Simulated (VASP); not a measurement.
Set up this calculation in VASP 6.6.1, as the native input.

```yaml
Task: single point
Functional: LDA
Potentials_or_basis: VASP PAW LDA potentials, release 64 (Al, Ga_d, N)
Cutoff: 520 eV
k_mesh: 8 × 8 × 4
Occupations: gaussian, width 0.05 eV
Spin: no spin polarisation
Dipole_correction: no
Further_INCAR_settings: ALGO = Normal; EDIFF = 1e-06; NBANDS = 36
```

The structure of AlGaN2 lies in POSCAR:

```
AlGaN2
1.0
    3.1152864652      0.0000000000      0.0000000000
    0.0000000000      3.1152864652      0.0000000000
    0.0000000000      0.0000000000      8.7686604219
Al Ga N
2 2 4
Direct
    0.5000000000      0.5000000000      0.2500000000
    0.5000000000      0.5000000000      0.7500000000
    0.0000000000      0.0000000000      0.0057191243
    0.0000000000      0.0000000000      0.4942808757
    0.5000000000      0.0000000000      0.3956852264
    0.5000000000      0.0000000000      0.8443660992
    0.0000000000      0.5000000000      0.1043147736
    0.0000000000      0.5000000000      0.6556339008
```

This cell differs from its parent crystal: atoms displaced along a vibrational mode.

The input as run:

INCAR

```
SYSTEM = AlGaN2
PREC = Accurate ; ENCUT = 520
EDIFF = 1E-6 ; ISMEAR = 0
SIGMA = 0.05 ; LREAL = .False.
LASPH = .True. ; NELM = 80
ALGO = Normal ; ISIF = 2
LWAVE = .False. ; LCHARG = .True.
LELF = .True. ; LVHAR = .True.
NBANDS = 36
```

KPOINTS

```
regular mesh
0
Gamma
  8 8 4
  0 0 0
```

Potentials or basis: VASP PAW LDA potentials, release 64 (Al, Ga_d, N).

Launch:

```bash
$ cat potpaw_LDA.64/Al/POTCAR potpaw_LDA.64/Ga_d/POTCAR potpaw_LDA.64/N/POTCAR > POTCAR
$ mpirun -np 1 vasp_std > vasp.out
```

It gave:

```yaml
Pressure: 10.2 GPa
Largest_force: 6.473 eV/Å
Band_gap_on_the_k_mesh: 1.07 eV
```

Caveat: the cell differs from its parent crystal (atoms displaced along a vibrational mode); the stress differs along the axes, from -2 to 16 GPa; forces of over 1 eV/Å act on the atoms, so gaps and moduli don't describe the material at rest.

Wall time 2.1 min on 1 thread of Intel(R) Xeon(R) Platinum 8259CL CPU @ 2.50GHz (Skylake/Cascade Lake), with other jobs on the host, peak memory 0.24 GiB.
